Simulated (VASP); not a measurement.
Crystal: CsBr.

```
Cs Br
1.0
     4.31938    0.00000    0.00000
     0.00000    4.31938    0.00000
     0.00000    0.00000    4.31938
Cs Br
1 1
Cartesian
  0.0000 0.0000 0.0000
  2.1597 2.1597 2.1597
```

Base run:

| Quantity | Value |
| --- | --- |
| Program | VASP 6.6.1 |
| Functional | PBE-based screened hybrid with 75 % exact exchange |
| Potentials or basis | VASP PAW PBE potentials, release 64 (Cs_sv, Br) |
| Cutoff | 400 eV |
| k mesh | 4 × 4 × 4 |
| Occupations | gaussian, width 0.01 eV |
| Spin | no spin polarisation |

Its results: band gap on the k mesh 9.12 eV; pressure -0.5 GPa.

**Question.** The run is repeated on the same cell with these changes: functional from PBE-based screened hybrid with 75 % exact exchange to PBE; cutoff from 400 eV to 500 eV; occupations from gaussian, width 0.01 eV to gaussian, width 0.5 eV. What comes out?

**Answer.** Band gap on the k mesh 4.42 eV (least direct gap 4.43 eV); pressure 0.7 GPa.

Caveats: spin-orbit coupling is left out, which moves the levels of the heavy elements; the PAW data sets were made with another functional, which shifts forces and pressure a little (at least some runs).

